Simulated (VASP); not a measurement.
Write the native input for VASP 6.6.1 that does the following.

* Task: single point
* Functional: PBE
* Dispersion: D3(BJ)
* Potentials or basis: VASP PAW PBE potentials, release 64 (O_h, C_h)
* Cutoff: 910 eV
* k mesh: 1 × 1 × 1
* Occupations: fermi-dirac, width 0.05 eV
* Spin: no spin polarisation
* Dipole correction: no
* Second run: hard_potentials
* Further INCAR settings: LREAL = Auto; ALGO = Normal; EDIFF = 1e-06; NBANDS = 54

The structure of CO lies in POSCAR:

```
CO
1.0
    7.7417530000      0.0000000000      0.0000000000
    0.0000000000      7.7417530000      0.0000000000
    0.0000000000      0.0000000000      7.7417530000
O C
8 8
Direct
   -0.0413472246      0.0436464454      0.9137465378
    0.5567731236      0.2788128219      0.8462811976
    0.3549583667      0.2230502575      0.4575062005
    0.5239511000      0.8086282267     -0.0387121625
    0.3456064796      0.7250425065      0.5256561402
    0.9254493136      0.5124162447      0.9270122671
    0.7605254262      0.3445472879      0.2343267733
    0.7950524900      0.8892817944      0.6248843124
    0.0689120410     -0.0486711472      0.8800461601
    0.4253300254      0.2774177890      0.9149865670
    0.2999708206      0.1284980288      0.3630314736
    0.4821646984      0.8637320256      0.0888300105
    0.3164528757      0.6322340690      0.4127876464
    0.9315202900      0.4317497600      0.8031643479
    0.6914842155      0.4732261543      0.2587785996
    0.8059673307      0.8718955513      0.4755253752
```

These files were run (other wordings do the same):

INCAR

```
ALGO = Normal ; EDIFF = 1E-6
ENCUT = 910 ; GGA = PE
GGA_COMPAT = F ; ISIF = 2
ISMEAR = -1 ; IVDW = 12
LASPH = T ; LCHARG = T
LELF = T ; LREAL = Auto
LVHAR = T ; LWAVE = F
NBANDS = 54 ; NELM = 120
PREC = Accurate ; SIGMA = 0.05
```

KPOINTS

```
k-points
0
Gamma
  1 1 1
```

Potentials or basis: VASP PAW PBE potentials, release 64 (O_h, C_h).

Run with:

```sh
$ cat potpaw_PBE.64/O_h/POTCAR potpaw_PBE.64/C_h/POTCAR > POTCAR
$ mpirun -np 1 vasp_gam > vasp.out
```

It gave:

The pressure is -1.0 GPa. The largest force is 3.367 eV/Å and the band gap on the k mesh is 5.83 eV. The dispersion energy per atom is -0.044 eV.

Caveat: the k points lie up to 0.81 Å⁻¹ apart; the cutoff is under 1.25 times the usual one of these potentials, so pressure, stress and relaxed cells hold a basis-set (Pulay) error.

Run time: 66 s on 1 thread of Intel(R) Xeon(R) 6975P-C (Granite Rapids), with other jobs on the host, peak memory 0.87 GiB.
